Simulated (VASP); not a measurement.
**ScAl: relaxation of cell and atoms with PBEsol**

Crystal: ScAl.

```xyz
2
Lattice="3.3703 0.0000 0.0000 0.0000 3.3703 0.0000 0.0000 0.0000 3.3703" Properties=species:S:1:pos:R:3 pbc="T T T"
Sc    1.6852    1.6852    1.6852
Al    0.0000    0.0000    0.0000
```

| Item | Value |
| --- | --- |
| Program | VASP 6.6.1 |
| Task | relaxation of cell and atoms |
| Functional | PBEsol |
| Potentials or basis | VASP PAW PBE potentials, release 64 (Sc_sv, Al) |
| Cutoff | 600 eV |
| k mesh | 12 × 12 × 12 |
| Occupations | gaussian, width 0.1 eV |
| Spin | no spin polarisation |
| Dipole correction | no |
| Further INCAR settings | ALGO = Normal; EDIFF = 1e-06; IBRION = 2; EDIFFG = -0.005; NSW = 100; ISIF = 3 |

- Relaxed volume: 18.74 Å³/atom
- Relaxed cell: a = 3.347 Å, b = 3.347 Å, c = 3.347 Å, α = 90.00°, β = 90.00°, γ = 90.00°
- Space group after relaxing (to 0.05 Å): Pm-3m (No. 221)
- Energy gained by relaxing: 2.1 meV/atom
- Ionic steps: 3
- Pressure after relaxing: 0.0 GPa
- Band gap on the k mesh: zero (band 7 reaches 6.47 eV, above the bottom of band 8 at 5.28 eV)

Step by step:
```csv
step,energy change (eV),largest force (eV/Å),pressure (GPa),volume (Å³)
1,0.0000,0.0000,-1.65,38.28
2,-0.0037,0.0000,0.62,37.20
3,-0.0042,0.0000,0.01,37.48
```

Final structure:
```yaml
crystal:
  lattice:
    - [3.34653, 0.00000, 0.00000]
    - [0.00000, 3.34653, 0.00000]
    - [0.00000, 0.00000, 3.34653]
  atoms:
    - { symbol: Sc, position: [0.50000, 0.50000, 0.50000] }
    - { symbol: Al, position: [0.00000, 0.00000, 0.00000] }
```

Levels at points of the mesh, in eV from the Fermi level:
| k point | band 5 | band 6 | band 7 | band 8 | band 9 | band 10 |
| --- | --- | --- | --- | --- | --- | --- |
| (0.00, 0.00, 0.00) | -8.52 | -0.69 | -0.69 | 2.79 | 2.79 | 2.79 |
| (0.50, 0.00, 0.00) | -5.67 | -4.59 | 0.27 | 0.81 | 0.81 | 3.03 |
| (0.50, 0.50, 0.00) | -4.73 | -1.83 | -1.83 | -0.84 | 1.57 | 1.57 |
| (0.50, 0.50, 0.50) | -2.58 | -2.58 | -2.58 | -0.33 | 2.98 | 2.98 |

Run time: 57 s on 1 thread of Intel(R) Xeon(R) Platinum 8375C CPU @ 2.90GHz (Ice Lake), on a shared host, peak memory 0.19 GiB.

Caveat: the PAW data sets were made with another functional, which shifts forces and pressure a little.
